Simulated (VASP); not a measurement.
# Ti3Ni (Pm-3m) in VASP: further runs

The runs below take Ti3Ni through single point, with PBEsol.

Program: VASP 6.6.1. These are calculated values, not measurements. Logs are shortened: lines on timing, memory, paths and dates and some standing lists are left out, and cuts for length are marked.

### Step 1. The cell of the first run

It takes space group Pm-3m (No. 221, cubic). Conventional cell: a = 3.855 Å, b = 3.855 Å, c = 3.855 Å, α = 90.00°, β = 90.00°, γ = 90.00°. Within 3.6 Å of Ni (site symmetry m-3m) lie 12 Ti at 2.73 Å. Ti (site symmetry 4/mmm) has 4 Ni at 2.73 Å and 8 Ti at 2.73 Å within 3.6 Å.

### Step 2. Single point, PBEsol, collinear spin, ferromagnetic start (14.32 Å³/atom)

INCAR

```
PREC = Accurate ; ENCUT = 520
EDIFF = 1E-6 ; ISMEAR = -1
SIGMA = 0.05 ; LREAL = F
LASPH = T ; NELM = 150
ALGO = Normal ; ISIF = 2
LWAVE = F ; LCHARG = T
ISPIN = 2 ; MAGMOM = 1 1 1 1
LORBIT = 11 ; LMAXMIX = 4
GGA = PS ; LELF = T
LVHAR = T ; NBANDS = 35
```

KPOINTS

```
regular mesh
0
Gamma
  7 7 7
```

POSCAR

```
Ti3Ni
1.0
    3.8548427654      0.0000000000      0.0000000000
    0.0000000000      3.8548427654      0.0000000000
    0.0000000000      0.0000000000      3.8548427654
Ni Ti
1 3
Direct
    0.0000000000      0.0000000000      0.0000000000
    0.5000000000      0.5000000000      0.0000000000
    0.5000000000      0.0000000000      0.5000000000
    0.0000000000      0.5000000000      0.5000000000
```

Potentials or basis: VASP PAW PBE potentials, release 64 (Ni, Ti_sv).

The run is started by

```bash
$ cat potpaw_PBE.64/Ni/POTCAR potpaw_PBE.64/Ti_sv/POTCAR > POTCAR
$ mpirun -np 1 vasp_std > vasp.out
```

OUTCAR:

```text
PREC = Accurate
   ENCUT = 520
   EDIFF = 1E-6
   ISMEAR = -1
   LREAL = F
   LASPH = T
   NELM = 150
   ISIF = 2
   ISPIN = 2
   LORBIT = 11
   GGA = PS

 ion  position               nearest neighbor table
   1  0.000  0.000  0.000-   2 2.73   3 2.73   4 2.73   3 2.73   4 2.73   2 2.73   4 2.73   4 2.73
                             2 2.73   3 2.73   3 2.73   2 2.73
   2  0.500  0.500  0.000-   1 2.73   3 2.73   4 2.73   3 2.73   4 2.73   1 2.73   3 2.73   3 2.73
                             1 2.73   4 2.73   4 2.73   1 2.73
   3  0.500  0.000  0.500-   1 2.73   2 2.73   4 2.73   1 2.73   2 2.73   2 2.73   4 2.73   2 2.73
                             1 2.73   4 2.73   1 2.73   4 2.73
   4  0.000  0.500  0.500-   1 2.73   2 2.73   3 2.73   1 2.73   2 2.73   1 2.73   3 2.73   1 2.73
                             2 2.73   3 2.73   2 2.73   3 2.73

  LATTYP: Found a simple cubic cell.
 ALAT       =     3.8548427654

  Lattice vectors:

 A1 = (   3.8548427654,   0.0000000000,   0.0000000000)
 A2 = (   0.0000000000,   3.8548427654,   0.0000000000)
 A3 = (   0.0000000000,   0.0000000000,   3.8548427654)

Analysis of symmetry for initial positions (statically):
=====================================================================
 Subroutine PRICEL returns:
 Original cell was already a primitive cell.

 Routine SETGRP: Setting up the symmetry group for a
 simple cubic supercell.

 Subroutine GETGRP returns: Found 48 space group operations
 (whereof 48 operations were pure point group operations)
 out of a pool of 48 trial point group operations.

The static configuration has the point symmetry O_h .

Analysis of symmetry for dynamics (positions and initial velocities):
=====================================================================
 Subroutine PRICEL returns:
 Original cell was already a primitive cell.

 Routine SETGRP: Setting up the symmetry group for a
 simple cubic supercell.

 Subroutine GETGRP returns: Found 48 space group operations
 (whereof 48 operations were pure point group operations)
 out of a pool of 48 trial point group operations.

The dynamic configuration has the point symmetry O_h .

Analysis of structural, dynamic, and magnetic symmetry:
=====================================================================
 Subroutine PRICEL returns:
 Original cell was already a primitive cell.

 Routine SETGRP: Setting up the symmetry group for a
 simple cubic supercell.

 Subroutine GETGRP returns: Found 48 space group operations
 (whereof 48 operations were pure point group operations)
 out of a pool of 48 trial point group operations.

The overall configuration has the point symmetry O_h .

 Subroutine INISYM returns: Found 48 space group operations
 (whereof 48 operations are pure point group operations),
 and found     1 'primitive' translations

----------------------------------------------------------------------------------------

                                     Primitive cell

  volume of cell :      57.2822

  direct lattice vectors                    reciprocal lattice vectors
     3.854842765  0.000000000  0.000000000     0.259413953  0.000000000  0.000000000
     0.000000000  3.854842765  0.000000000     0.000000000  0.259413953  0.000000000
     0.000000000  0.000000000  3.854842765     0.000000000  0.000000000  0.259413953

  length of vectors
     3.854842765  3.854842765  3.854842765     0.259413953  0.259413953  0.259413953

  position of ions in fractional coordinates (direct lattice)
     0.000000000  0.000000000  0.000000000
     0.500000000  0.500000000  0.000000000
     0.500000000  0.000000000  0.500000000
     0.000000000  0.500000000  0.500000000

  ion indices of the primitive-cell ions
   primitive index   ion index
                 1           1
                 2           2
                 3           3
                 4           4

----------------------------------------------------------------------------------------

 KPOINTS: regular mesh

Automatic generation of k-mesh.
 Grid dimensions read from file:
 generate k-points for:    7    7    7

 Generating k-lattice:

  Cartesian coordinates                     Fractional coordinates (reciprocal lattice)
     0.037059136  0.000000000  0.000000000     0.142857143  0.000000000  0.000000000
     0.000000000  0.037059136  0.000000000     0.000000000  0.142857143  0.000000000
     0.000000000  0.000000000  0.037059136     0.000000000  0.000000000  0.142857143

  Length of vectors
     0.037059136  0.037059136  0.037059136

  Shift w.r.t. Gamma in fractional coordinates (k-lattice)
     0.000000000  0.000000000  0.000000000

 Subroutine IBZKPT returns following result:
 ===========================================

 Found     20 irreducible k-points:

 Following reciprocal coordinates:
            Coordinates               Weight
  0.000000  0.000000  0.000000      1.000000
  0.142857  0.000000  0.000000      6.000000
  0.285714  0.000000  0.000000      6.000000
  0.428571  0.000000  0.000000      6.000000
  0.142857  0.142857  0.000000     12.000000
  0.285714  0.142857  0.000000     24.000000
[... 12 lines left out ...]
  0.428571  0.428571  0.285714     24.000000
  0.428571  0.428571  0.428571      8.000000
   k-points           NKPTS =     20   k-points in BZ     NKDIM =     20   number of bands    NBANDS=     35
   number of dos      NEDOS =    301   number of ions     NIONS =      4
   total plane-waves  NPLWV =  27000
   dimension x,y,z NGX =    30 NGY =   30 NGZ =   30
   dimension x,y,z NGXF=    60 NGYF=   60 NGZF=   60
   ions per type =               1   3
   NGX,Y,Z   is equivalent  to a cutoff of  12.94, 12.94, 12.94 a.u.
   NGXF,Y,Z  is equivalent  to a cutoff of  25.88, 25.88, 25.88 a.u.
 SYSTEM =  unknown system
   PREC   = accura    normal or accurate (medium, high low for compatibility)
   ISTART =      0    job   : 0-new  1-cont  2-samecut
   ICHARG =      2    charge: 1-file 2-atom 10-const
   ISPIN  =      2    spin polarized calculation?
   LNONCOLLINEAR =      F non collinear calculations
   LSORBIT =      F    spin-orbit coupling
   LASPH  =      T    aspherical Exc in radial PAW
   ENCUT  =  520.0 eV  38.22 Ry    6.18 a.u.   7.17  7.17  7.17*2*pi/ulx,y,z
   NELM   =    150;   NELMIN=  2; NELMDL= -5     # of ELM steps
   EDIFF  = 0.1E-05   stopping-criterion for ELM
   LREAL  =      F    real-space projection
   EDIFFG = 0.1E-04   stopping-criterion for IOM
   NSW    =      0    number of steps for IOM
   IBRION =     -1    ionic relax: 0-MD 1-quasi-New 2-CG
   NFREE  =      0    steps in history (QN), initial steepest desc. (CG)
   ISIF   =      2    stress and relaxation
   ISYM   =      2    0-nonsym 1-usesym 2-fastsym
   POTIM  = 0.5000    time-step for ionic-motion
   TEBEG  =    0.0;   TEEND  =   0.0 temperature during run
   PSTRESS=    0.0 pullay stress
   NELECT =      46.0000    total number of electrons
   NUPDOWN=      -1.0000    fix difference up-down
   EMIN   =  10.00;   EMAX   =-10.00  energy-range for DOS
   EFERMI =   0.00;   METHOD = LEGACY
   ISMEAR =    -1;   SIGMA  =   0.05  broadening in eV -4-tet -1-fermi 0-gaus
   EFERMI_NEDOS =   21; number of points for ismear=-14 and -15
   IALGO  =     38    algorithm
   IMIX   =      4    mixing-type and parameters
     AMIX     =   0.40;   BMIX     =  1.00
     AMIX_MAG =   1.60;   BMIX_MAG =  1.00
  volume/ion in A,a.u.               =      14.32        96.64
  Fermi-wavevector in a.u.,A,eV,Ry     =   1.521671  2.875541 31.504055  2.315483
  Thomas-Fermi vector in A             =   2.630354
   LORBIT       =     11    0 simple, 1 ext, 2 COOP (PROOUT), +10 PAW based schemes
   GGA     = PS    functional components
   LHFCALC =     F    Hartree Fock is set to
   AEXX    =    0.0000 exact exchange contribution
   IVDW    =     0    specifies the selected vdW correction
   LEPSILON=     F    determine dielectric tensor
   LRPA    =     F    only Hartree local field effects (RPA)
 spin polarized calculation
  energy-cutoff  :      520.00
  volume of cell :       57.28
 maximum number of plane-waves:      1562
 NGX is ok and might be reduce to    30
   NGX = 15   NGY = 15   NGZ = 15

 number of electron      46.0000032 magnetization      -0.0000923

 number of electron      46.0000032 magnetization       0.0000902

 Free energy of the ion-electron system (eV)
  ---------------------------------------------------
  ext. energy  EPLUGINS =         0.00000000
  ---------------------------------------------------
  free energy    TOTEN  =       -31.52049540 eV

  energy without entropy =      -31.46602435  energy(sigma->0) =      -31.49325988

 E-fermi :   9.2846     XC(G=0): -12.4375

 val. band max:        9.2745147966   @ k =   0.4286   0.4286   0.2857
 cond. band min:       9.3254464931   @ k =   0.4286   0.2857   0.2857
 fundamental gap:      0.0509316965
 Fermi energy:         9.2846194499

 spin component 1

 k-point     1 :       0.0000    0.0000    0.0000
  band No.  band energies     occupation
      1     -47.0401      1.00000
      2     -46.7795      1.00000
      3     -46.7795      1.00000
      4     -23.6799      1.00000
      5     -23.6799      1.00000
      6     -23.6799      1.00000
[... 749 lines left out ...]
     34      13.6587      0.00000
     35      13.7162      0.00000
 Fermi energy:         9.2846194499

 spin component 2

 k-point     1 :       0.0000    0.0000    0.0000
  band No.  band energies     occupation
      1     -47.0401      1.00000
      2     -46.7795      1.00000
      3     -46.7795      1.00000
      4     -23.6799      1.00000
      5     -23.6799      1.00000
      6     -23.6799      1.00000
[... 749 lines left out ...]
     34      13.6425      0.00000
     35      13.7163      0.00000

------------------------ aborting loop because EDIFF is reached ----------------------------------------

  FORCE on cell =-STRESS in cart. coord.  units (eV):
  Direction    XX          YY          ZZ          XY          YZ          ZX
  --------------------------------------------------------------------------------------
  -------------------------------------------------------------------------------------
  Total        1.0657098      1.0657098      1.0657098     -0.0000000      0.0000000     -0.0000000
  in kB       29.8077730     29.8077730     29.8077730     -0.0000000      0.0000000     -0.0000000
  external PRESSURE =      29.8077730 kB  Pullay stress =       0.0000000 kB

 VOLUME and BASIS-vectors are now :
 -----------------------------------------------------------------------------
  energy-cutoff  :      520.00
  volume of cell :       57.28
      direct lattice vectors                 reciprocal lattice vectors
     3.854842765  0.000000000  0.000000000     0.259413953  0.000000000  0.000000000
     0.000000000  3.854842765  0.000000000     0.000000000  0.259413953  0.000000000
     0.000000000  0.000000000  3.854842765     0.000000000  0.000000000  0.259413953

 POSITION                                       TOTAL-FORCE (eV/Angst)
 -----------------------------------------------------------------------------------
      0.00000      0.00000      0.00000         0.000000      0.000000      0.000000
      1.92742      1.92742      0.00000         0.000000      0.000000      0.000000
      1.92742      0.00000      1.92742         0.000000      0.000000      0.000000
      0.00000      1.92742      1.92742         0.000000      0.000000      0.000000
 -----------------------------------------------------------------------------------
    total drift:                                0.000000      0.000000     -0.000000

  FREE ENERGIE OF THE ION-ELECTRON SYSTEM (eV)
  ---------------------------------------------------
  free  energy   TOTEN  =       -31.5204953959 eV

  energy  without entropy=      -31.4660243541  energy(sigma->0) =      -31.49325988

 total charge

# of ion       s       p       d       tot
------------------------------------------
    1        0.562   0.524   8.257   9.343
    2        2.264   6.139   1.991  10.394
    3        2.264   6.139   1.991  10.394
    4        2.264   6.139   1.991  10.394
--------------------------------------------------
tot          7.355  18.941  14.230  40.525

 magnetization (x)

# of ion       s       p       d       tot
------------------------------------------
    1       -0.000   0.000   0.000   0.000
    2       -0.000   0.000   0.000   0.000
    3       -0.000   0.000   0.000   0.000
    4       -0.000   0.000   0.000   0.000
--------------------------------------------------
tot         -0.000   0.000   0.000   0.000
```

It took 3.2 min on 1 thread of Intel Xeon 8259CL, shared host; peak memory 0.22 GiB.

Results:

| Item | Value |
| --- | --- |
| Free energy | -31.5205 eV |
| Pressure | 3.0 GPa |
| Band gap on the k mesh | zero (filled and empty bands overlap) |
| Net moment | 0.00 μB per cell |
| Valence electrons inside the program's atomic spheres | Ni 9.34; Ti 10.39 |

Caveat: the PAW data sets were made with another functional, which shifts forces and pressure a little.

[end of part 1 of 2]
